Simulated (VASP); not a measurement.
Here is a VASP 6.6.1 calculation.

File INCAR:

```
PREC     = Accurate       # precision mode
ENCUT    = 520            # plane-wave cutoff, eV
EDIFF    = 1E-6           # SCF threshold, eV
ISMEAR   = -1             # smearing method
SIGMA    = 0.05           # smearing width, eV
LREAL    = F              # projectors in reciprocal space
LASPH    = T              # aspherical terms in the spheres
NELM     = 150            # most SCF steps
ALGO     = Normal         # electronic algorithm
ISIF     = 2              # what is computed and relaxed
LWAVE    = F              # write WAVECAR
LCHARG   = F              # write CHGCAR
MAGMOM   = 0 0 0 0 0 0    # initial moments
LORBIT   = 11             # projections on sites
LSORBIT  = T              # spin-orbit coupling
GGA_COMPAT= F            
LORBMOM  = T            
LMAXMIX  = 4              # l up to which the mixer works
GGA      = CA             # functional
NBANDS   = 40             # bands
```

The input KPOINTS:

```
regular mesh
0
Gamma
  11 11 6
```

Contents of POSCAR:

```
Ru
1.0
    2.7588683749      0.0000000000      0.0000000000
   -1.3794341875      2.3892500984      0.0000000000
    0.0000000000      0.0000000000      4.3658801443
Ru
2
Direct
    0.6666666667      0.3333333333      0.7500000000
    0.3333333333      0.6666666667      0.2500000000
```

Potentials or basis: VASP PAW LDA potentials, release 64 (Ru_pv).

Command:

```sh
$ cat potpaw_LDA.64/Ru_pv/POTCAR > POTCAR
$ mpirun -np 1 vasp_ncl > vasp.out
```

Question: Predict the pressure.

Answer: -26.7 GPa.

Question: What does it give for the net moment?

Answer: 0.00 μB per cell.

Moments on the atoms (μB; x, y, z):
```
Ru  0.00 0.00 0.00
Ru  0.00 0.00 0.00
```

Caveat: the cell stands under tension.
